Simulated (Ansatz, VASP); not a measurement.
BaAlH6 in VASP and in Ansatz

```
Ba Al H
1.0
     0.03594    3.91901    3.93980
     3.87281    0.05762    3.91918
     3.89014    3.91605    0.04008
Ba Al H
1 1 6
Direct
  0.49953 0.49567 0.49877
  0.24991 0.25144 0.25060
  0.02218 0.47817 0.47303
  0.47795 0.02540 0.02696
  0.47091 0.47451 0.02484
  0.02976 0.02731 0.47471
  0.02748 0.47434 0.02679
  0.47228 0.02314 0.47431
```

Change from the starting cell: cell x1, atoms moved at random (sigma 0.05 Å) and cell strained at random (1.5 %), then relaxed without symmetry.

Alike in both runs: functional PBE; k mesh 4 × 4 × 4; occupations gaussian, width 0.1 eV; no spin polarisation.

Ansatz relaxed the structure, and its values are those at the end. VASP's run is a single point on that final structure, the one shown.

|  | VASP | Ansatz |
| --- | --- | --- |
| version | VASP 6.6.1 | Ansatz 0.2.0 |
| potentials or method | VASP PAW PBE potentials, release 64 (Ba_sv, Al, H), cutoff 520 eV | scalar-relativistic, plane waves, PAW |
| valence electrons in the cell | 19 | 19 |

Ansatz gave:

```
gap on the k mesh at the Fermi level (eV) : none
pressure (GPa)                            : -0.1
rms of the force components (eV/Å)        : 0.006
```

Task: Estimate VASP's values.

Result: gap on the k mesh at the Fermi level (eV): none; pressure (GPa): 0.1; rms of the force components (eV/Å): 0.006.

A gap of «none» marks a metal or a gap that the smearing closes. The functional is the same, so the differences come from potentials, cutoffs and numerics.

Neither program's run includes spin-orbit coupling.
